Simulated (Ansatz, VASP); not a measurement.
**One calculation of KF, two programs**

```xyz
2
Lattice="0.0586 2.7545 2.7545 2.7545 0.0586 2.7545 2.7545 2.7545 0.0586" Properties=species:S:1:pos:R:3 pbc="T T T"
K     0.0000    0.0000    0.0000
F     2.7838    2.7838    2.7838
```

Alike in both runs: task single point; functional PBE; k mesh 8 × 8 × 8; occupations gaussian, width 0.05 eV; no spin polarisation.

|  | VASP | Ansatz |
| --- | --- | --- |
| version | VASP 6.6.1 | Ansatz 0.2.0 |
| potentials or method | VASP PAW PBE potentials, release 64 (K_sv, F), cutoff 520 eV | scalar-relativistic, plane waves, PAW |
| valence electrons in the cell | 16 | 16 |

|  | VASP | Ansatz | Ansatz less VASP |
| --- | --- | --- | --- |
| gap on the k mesh at the Fermi level (eV) | 5.85 | 5.87 | +0.015 |
| least direct gap on the mesh (eV) | 5.85 | 5.87 | +0.015 |
| pressure (GPa) | -0.5 | -0.5 | 0.00 |
| traceless stress, the component that is largest in VASP (GPa) | -0.31 | -0.31 | -0.003 |
